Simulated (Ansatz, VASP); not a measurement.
Cu: VASP beside Ansatz

File POSCAR:

```
Cu
1.0
    2.8953822153      0.0000000000      0.0000000000
    0.0000000000      2.8953822153      0.0000000000
    0.0000000000      0.0000000000      2.7934006095
Cu
2
Direct
    0.0000000000      0.0000000000      0.0000000000
    0.5000000000      0.5000000000      0.5000000000
```

File INCAR.step1:

```
PREC = Accurate ; ENCUT = 520
ISMEAR = 0 ; SIGMA = 0.1
LREAL = False ; LASPH = True
NELM = 80 ; NBANDS = 18
GGA = PE ; ALGO = Normal
EDIFF = 1E-4 ; LWAVE = True
LCHARG = False
```

File INCAR.step2:

```
PREC = Accurate ; ENCUT = 520
EDIFF = 1E-7 ; ISMEAR = 0
SIGMA = 0.1 ; LREAL = False
LASPH = True ; NELM = 80
ALGO = Normal ; ISIF = 2
LWAVE = False ; LCHARG = False
METAGGA = R2SCAN ; LMIXTAU = True
NBANDS = 18 ; ISTART = 1
```

KPOINTS

```
regular mesh
0
Gamma
  18 18 18
```

Input for Ansatz:

```yaml
crystal:
  lattice:
    - [2.8953822153, 0.0, 0.0]
    - [0.0, 2.8953822153, 0.0]
    - [0.0, 0.0, 2.7934006095]
  atoms:
    - { symbol: Cu, position: [0.0, 0.0, 0.0] }
    - { symbol: Cu, position: [0.5, 0.5, 0.5] }
basis:
  ecutwfc: 500
kpoints:
  mp_grid: { grid: [18, 18, 18] }
hamiltonian:
  xc: r2scan
scf:
  occupations: { method: gaussian, width: 0.1 }
output:
  forces: true
  stress: true
  eigenvalues: true
```

Change from the starting cell: strain along c alone, the other axes held, atoms relaxed: +2.0 %.

Alike in both runs: task single point; functional r2SCAN; k mesh 18 × 18 × 18; occupations gaussian, width 0.1 eV; no spin polarisation.

```csv
,VASP,Ansatz
version,VASP 6.6.1,Ansatz 0.2.0
potentials or method,"VASP PAW PBE potentials, release 64 (Cu), cutoff 520 eV","scalar-relativistic, plane waves, PAW"
valence electrons in the cell,22,38
```

|  | VASP | Ansatz | Ansatz less VASP |
| --- | --- | --- | --- |
| gap on the k mesh at the Fermi level (eV) | none | none | - |
| pressure (GPa) | -2.3 | -3.0 | -0.72 |
| traceless stress, the component that is largest in VASP (GPa) | -0.21 | -0.15 | +0.057 |

VASP's potentials were made for PBE, not for r2SCAN. A gap of «none» marks a metal or a gap that the smearing closes. The functional is the same, so the differences come from potentials, cutoffs and numerics. VASP's potentials hold 22 valence electrons a cell and Ansatz's 38, so a difference there can come from the potentials and not from the codes.
